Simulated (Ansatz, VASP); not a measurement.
## One calculation of CrB3S2, two programs

```
Cr B S
1.0
     4.16888    0.00000    0.00000
    -2.08444    3.61036    0.00000
     0.00000    0.00000    7.17731
Cr B S
1 3 2
Direct
  0.00000 0.00000 0.50000
  0.00000 0.00000 0.00000
  0.00000 0.00000 0.78033
  0.00000 0.00000 0.21967
  0.33333 0.66667 0.50000
  0.66667 0.33333 0.50000
```

Alike in both runs: functional PBE; k mesh 6 × 6 × 4; occupations gaussian, width 0.1 eV; no spin polarisation.

Ansatz relaxed the structure, and its values are those at the end. VASP's run is a single point on that final structure, the one shown.

|  | VASP | Ansatz |
| --- | --- | --- |
| version | VASP 6.6.1 | Ansatz 0.2.0 |
| potentials or method | VASP PAW PBE potentials, release 64 (Cr_pv, B, S), cutoff 520 eV | scalar-relativistic, plane waves, PAW |
| valence electrons in the cell | 33 | 35 |

VASP gave:

```
gap on the k mesh at the Fermi level (eV) : none
pressure (GPa)                            : 0.3
rms of the force components (eV/Å)        : 0.020
```

Question: Estimate Ansatz's values.

Answer: gap on the k mesh at the Fermi level (eV): none; pressure (GPa): 0.2; rms of the force components (eV/Å): 0.012.

A gap of «none» marks a metal or a gap that the smearing closes. The functional is the same, so the differences come from potentials, cutoffs and numerics. VASP's potentials hold 33 valence electrons a cell and Ansatz's 35, so a difference there can come from the potentials and not from the codes.
